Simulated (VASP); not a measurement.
# MnO (I4/mmm) in VASP: single point with PBEsol

Aim: the single point of MnO with PBEsol.

Program: VASP 6.6.1. These are calculated values, not measurements. Logs are shortened: lines on timing, memory, paths and dates and some standing lists are left out, and cuts for length are marked.

## Step 1: The cell of the first run

The structure is tetragonal, space group I4/mmm (No. 139). Conventional cell: a = 3.142 Å, b = 3.142 Å, c = 4.555 Å, α = 90.00°, β = 90.00°, γ = 90.00°. Within 2.9 Å of Mn (site symmetry 4/mmm) lie 6 O at 2.22 to 2.28 Å. O (site symmetry 4/mmm) has 6 Mn at 2.22 to 2.28 Å within 2.9 Å.

## Step 2: Single point, PBEsol, collinear spin, ferromagnetic start (strain +0.0250 x Voigt [0, 1, 0, 0, 0, 0])

File INCAR:

```
SYSTEM = MnO
  ALGO = Normal
  EDIFF = 1E-7
  ENCUT = 520
  GGA = PS
  ISIF = 2
  ISMEAR = 0
  ISPIN = 2
  LASPH = .TRUE.
  LCHARG = .TRUE.
  LELF = .TRUE.
  LMAXMIX = 4
  LORBIT = 11
  LREAL = .FALSE.
  LVHAR = .TRUE.
  LWAVE = .FALSE.
  MAGMOM = 4.41 0.25
  NBANDS = 20
  NELM = 150
  PREC = Accurate
  SIGMA = 0.15
```

File KPOINTS:

```
k-points
0
G
  18 18 18
  0 0 0
```

File POSCAR:

```
MnO
1.0
    0.0000000000      2.2775500000      2.2220000000
    2.2220000000      0.0000000000      2.2220000000
    2.2220000000      2.2775500000      0.0000000000
Mn O
1 1
Direct
    0.0000000000      0.0000000000      0.0000000000
    0.5000000000      0.5000000000      0.5000000000
```

Potentials or basis: VASP PAW PBE potentials, release 64 (Mn_pv, O).

The run is started by

```
$ cat potpaw_PBE.64/Mn_pv/POTCAR potpaw_PBE.64/O/POTCAR > POTCAR
$ mpirun -np 1 vasp_std > vasp.out
```

OUTCAR:

```text
SYSTEM = MnO
   EDIFF = 1E-7
   ENCUT = 520
   GGA = PS
   ISIF = 2
   ISMEAR = 0
   ISPIN = 2
   LASPH = .TRUE.
   LORBIT = 11
   LREAL = .FALSE.
   NELM = 150
   PREC = Accurate

 ion  position               nearest neighbor table
   1  0.000  0.000  0.000-   2 2.22   2 2.22   2 2.22   2 2.22   2 2.28   2 2.28
   2  0.500  0.500  0.500-   1 2.22   1 2.22   1 2.22   1 2.22   1 2.28   1 2.28

  LATTYP: Found a body centered tetragonal cell.
 ALAT       =     3.1423825356
 C/A-ratio  =     1.4495689014

  Lattice vectors:

 A1 = (   0.0000000000,  -2.2775500000,   2.2220000000)
 A2 = (   0.0000000000,  -2.2775500000,  -2.2220000000)
 A3 = (   2.2220000000,   2.2775500000,   0.0000000000)

Analysis of symmetry for initial positions (statically):
=====================================================================
 Subroutine PRICEL returns:
 Original cell was already a primitive cell.

 Routine SETGRP: Setting up the symmetry group for a
 body centered tetragonal supercell.

 Subroutine GETGRP returns: Found 16 space group operations
 (whereof 16 operations were pure point group operations)
 out of a pool of 16 trial point group operations.

The static configuration has the point symmetry D_4h.

Analysis of symmetry for dynamics (positions and initial velocities):
=====================================================================
 Subroutine PRICEL returns:
 Original cell was already a primitive cell.

 Routine SETGRP: Setting up the symmetry group for a
 body centered tetragonal supercell.

 Subroutine GETGRP returns: Found 16 space group operations
 (whereof 16 operations were pure point group operations)
 out of a pool of 16 trial point group operations.

The dynamic configuration has the point symmetry D_4h.

Analysis of structural, dynamic, and magnetic symmetry:
=====================================================================
 Subroutine PRICEL returns:
 Original cell was already a primitive cell.

 Routine SETGRP: Setting up the symmetry group for a
 body centered tetragonal supercell.

 Subroutine GETGRP returns: Found 16 space group operations
 (whereof 16 operations were pure point group operations)
 out of a pool of 16 trial point group operations.

The overall configuration has the point symmetry D_4h.

 Subroutine INISYM returns: Found 16 space group operations
 (whereof 16 operations are pure point group operations),
 and found     1 'primitive' translations

----------------------------------------------------------------------------------------

                                     Primitive cell
[... 114 lines left out ...]
  Thomas-Fermi vector in A             =   2.652686
   LORBIT       =     11    0 simple, 1 ext, 2 COOP (PROOUT), +10 PAW based schemes
   GGA     = PS    functional components
   LHFCALC =     F    Hartree Fock is set to
   AEXX    =    0.0000 exact exchange contribution
   IVDW    =     0    specifies the selected vdW correction
   LEPSILON=     F    determine dielectric tensor
   LRPA    =     F    only Hartree local field effects (RPA)
 spin polarized calculation
 Gauss-broadening in eV      SIGMA  =   0.15
  energy-cutoff  :      520.00
  volume of cell :       22.49
 maximum number of plane-waves:       624
   NGX = 11   NGY = 11   NGZ = 11

 number of electron      18.9999989 magnetization       4.7841899

 Free energy of the ion-electron system (eV)
  ---------------------------------------------------
  ext. energy  EPLUGINS =         0.00000000
  ---------------------------------------------------
  free energy    TOTEN  =       -17.19479638 eV

  energy without entropy =      -17.18483890  energy(sigma->0) =      -17.18981764

 E-fermi :   7.0889     XC(G=0): -11.9711

 val. band max:        7.0818208616   @ k =  -0.4444   0.0000   0.1667
 cond. band min:       7.0899322665   @ k =   0.1667  -0.3889   0.0556
 fundamental gap:      0.0081114048
 Fermi energy:         7.0888940950

 spin component 1

 k-point     1 :       0.0000    0.0000    0.0000
  band No.  band energies     occupation
      1     -43.1034      1.00000
      2     -43.1034      1.00000
      3     -43.1024      1.00000
      4     -12.9221      1.00000
      5       3.4164      1.00000
      6       3.4164      1.00000
[... 541 lines left out ...]
     19      26.9223      0.00000
     20      30.7994      0.00000

 [... further k-points ...]

 spin component 2

 k-point     1 :       0.0000    0.0000    0.0000
  band No.  band energies     occupation
      1     -38.4916      1.00000
      2     -38.4916      1.00000
      3     -38.4640      1.00000
      4     -12.4574      1.00000
      5       3.8233      1.00000
      6       3.8233      1.00000
[... 541 lines left out ...]
     19      28.4897      0.00000
     20      32.3168      0.00000

 [... further k-points ...]

------------------------ aborting loop because EDIFF is reached ----------------------------------------

  FORCE on cell =-STRESS in cart. coord.  units (eV):
  Direction    XX          YY          ZZ          XY          YZ          ZX
  --------------------------------------------------------------------------------------
  -------------------------------------------------------------------------------------
  Total       -1.3768007     -1.2487153     -1.3768007      0.0000000     -0.0000000      0.0000000
  in kB      -98.0834251    -88.9586107    -98.0834251      0.0000000     -0.0000000      0.0000000
  external PRESSURE =     -95.0418203 kB  Pullay stress =       0.0000000 kB

 VOLUME and BASIS-vectors are now :
 -----------------------------------------------------------------------------
  energy-cutoff  :      520.00
  volume of cell :       22.49
      direct lattice vectors                 reciprocal lattice vectors
     0.000000000  2.277550000  2.222000000    -0.225022502  0.219534149  0.225022502
     2.222000000  0.000000000  2.222000000     0.225022502 -0.219534149  0.225022502
     2.222000000  2.277550000  0.000000000     0.225022502  0.219534149 -0.225022502

 POSITION                                       TOTAL-FORCE (eV/Angst)
 -----------------------------------------------------------------------------------
      0.00000      0.00000      0.00000         0.000000      0.000000     -0.000000
      2.22200      2.27755      2.22200        -0.000000     -0.000000      0.000000
 -----------------------------------------------------------------------------------
    total drift:                                0.000000     -0.000000     -0.000000

  FREE ENERGIE OF THE ION-ELECTRON SYSTEM (eV)
  ---------------------------------------------------
  free  energy   TOTEN  =       -17.1947963812 eV

  energy  without entropy=      -17.1848388975  energy(sigma->0) =      -17.18981764

 total charge

# of ion       s       p       d       tot
------------------------------------------
    1        0.203   6.172   4.960  11.335
    2        1.556   3.382   0.000   4.938
--------------------------------------------------
tot          1.759   9.554   4.960  16.274

 magnetization (x)

# of ion       s       p       d       tot
------------------------------------------
    1        0.034   0.025   4.274   4.334
    2        0.029   0.167   0.000   0.196
--------------------------------------------------
tot          0.064   0.192   4.274   4.530
```

OSZICAR:

```text
N       E                     dE             d eps       ncg     rms          rms(c)
DAV:   1     0.168225628187E+03    0.16823E+03   -0.10383E+04 38716   0.111E+03
DAV:   2    -0.109563308955E+02   -0.17918E+03   -0.16685E+03 39404   0.325E+02
DAV:   3    -0.193828738574E+02   -0.84265E+01   -0.83352E+01 43284   0.759E+01
DAV:   4    -0.194463831260E+02   -0.63509E-01   -0.63495E-01 43940   0.681E+00
DAV:   5    -0.194469442858E+02   -0.56116E-03   -0.56115E-03 43180   0.640E-01    0.131E+01
DAV:   6    -0.174998722581E+02    0.19471E+01   -0.95684E+00 53036   0.341E+01    0.127E+01
DAV:   7    -0.172115990690E+02    0.28827E+00   -0.12465E+00 44020   0.156E+01    0.746E+00
DAV:   8    -0.172079850748E+02    0.36140E-02   -0.12625E-01 42880   0.253E+00    0.450E+00
DAV:   9    -0.171911507885E+02    0.16834E-01   -0.30606E-02 42540   0.193E+00    0.118E+00
DAV:  10    -0.171948086412E+02   -0.36579E-02   -0.53823E-03 41068   0.854E-01    0.187E-01
DAV:  11    -0.171947434826E+02    0.65159E-04   -0.89910E-04 44420   0.264E-01    0.115E-01
DAV:  12    -0.171947891698E+02   -0.45687E-04   -0.47929E-05 42704   0.859E-02    0.315E-02
DAV:  13    -0.171947907781E+02   -0.16083E-05   -0.72522E-06 44516   0.232E-02    0.292E-02
DAV:  14    -0.171947965477E+02   -0.57696E-05   -0.45187E-06 44760   0.183E-02    0.580E-03
DAV:  15    -0.171947964346E+02    0.11307E-06   -0.35593E-07 43956   0.555E-03    0.159E-03
DAV:  16    -0.171947963812E+02    0.53410E-07   -0.46766E-08 22260   0.162E-03
   1 F= -.17194796E+02 E0= -.17189818E+02  d E =-.995748E-02  mag=     4.7843
```

It took 2.2 min on 1 thread of Intel Xeon 6975P-C (Granite Rapids), shared host; peak memory 0.41 GiB.

Results:

```
Free energy                                           : -17.1948 eV
Pressure                                              : -9.5 GPa
Net moment                                            : 4.78 μB per cell
Site moments                                          : Mn +4.33; O +0.20 μB
Valence electrons inside the program's atomic spheres : Mn 11.34; O 4.94
```

Stress tensor (GPa, compression positive):
```
-9.81  0.00  0.00
 0.00 -8.90  0.00
 0.00  0.00 -9.81
```

Caveat: the cell differs from its parent crystal (strain +0.0250 x Voigt [0, 1, 0, 0, 0, 0]); the cell stands under tension; the PAW data sets were made with another functional, which shifts forces and pressure a little; a cell with one magnetic atom can't hold antiferromagnetic order, which such compounds often take; semilocal functionals often make such compounds metallic where correlation or magnetic order opens a gap, which also shifts bond lengths.
